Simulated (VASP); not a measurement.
A run of VASP 6.6.1 is set up as follows.

INCAR

```
SYSTEM = CdSb2O4
ALGO     = Normal         ! electronic algorithm
EDIFF    = 1E-6           ! SCF threshold, eV
ENCUT    = 520            ! plane-wave cutoff, eV
GGA      = PE             ! functional
ISIF     = 2              ! what is computed and relaxed
ISMEAR   = 0              ! smearing method
LASPH    = .True.         ! aspherical terms in the spheres
LCHARG   = .False.        ! write CHGCAR
LREAL    = .False.        ! projectors in reciprocal space
LWAVE    = .False.        ! write WAVECAR
NBANDS   = 59             ! bands
NELM     = 100            ! most SCF steps
PREC     = Accurate       ! precision mode
SIGMA    = 0.1            ! smearing width, eV
```

The input KPOINTS:

```
k-points
0
Gamma
  4 2 2
  0 0 0
```

The input POSCAR:

```
CdSb2O4
1.0
   -0.0028540773     -0.0018214925      3.3984180282
    7.1709813437     -0.0059987255     -0.0060487397
   -0.0086019222     10.0510495440     -0.0055607176
Cd Sb O
2 4 8
Direct
   -0.0000030313      0.5000062036      0.5000113740
    0.0000069094      0.0000274205     -0.0000132068
    0.4997106997      0.1129281661      0.7060313628
    0.5003022554      0.8869882084      0.2939764279
    0.5003075798      0.6129669883      0.7939843061
    0.4996704444      0.3869759730      0.2060048292
    0.0003173081      0.6957967241      0.6903407264
   -0.0003213486      0.3042459607      0.3096909715
    0.5001689710      0.6011801612      0.3608679775
    0.4998332736      0.3988562517      0.6391342935
    0.0003520089      0.1960194399      0.8097908965
   -0.0003477922      0.8039924546      0.1901881439
    0.5000242555      0.8991506189      0.8607647764
    0.4999784664      0.1008654290      0.1392271208
```

Potentials or basis: VASP PAW PBE potentials, release 64 (Cd, Sb, O).

Launch:

```bash
$ cat potpaw_PBE.64/Cd/POTCAR potpaw_PBE.64/Sb/POTCAR potpaw_PBE.64/O/POTCAR > POTCAR
$ mpirun -np 1 vasp_std > vasp.out
```

(1) Predict the band gap on the k mesh.

(2) Estimate the largest force.

(3) Predict the pressure.

Answers

(1) 2.26 eV (least direct gap 2.46 eV).

(2) 0.101 eV/Å.

(3) -0.1 GPa.

Caveat: the k points lie up to 0.46 Å⁻¹ apart; spin-orbit coupling is left out, which moves the levels of the heavy elements.
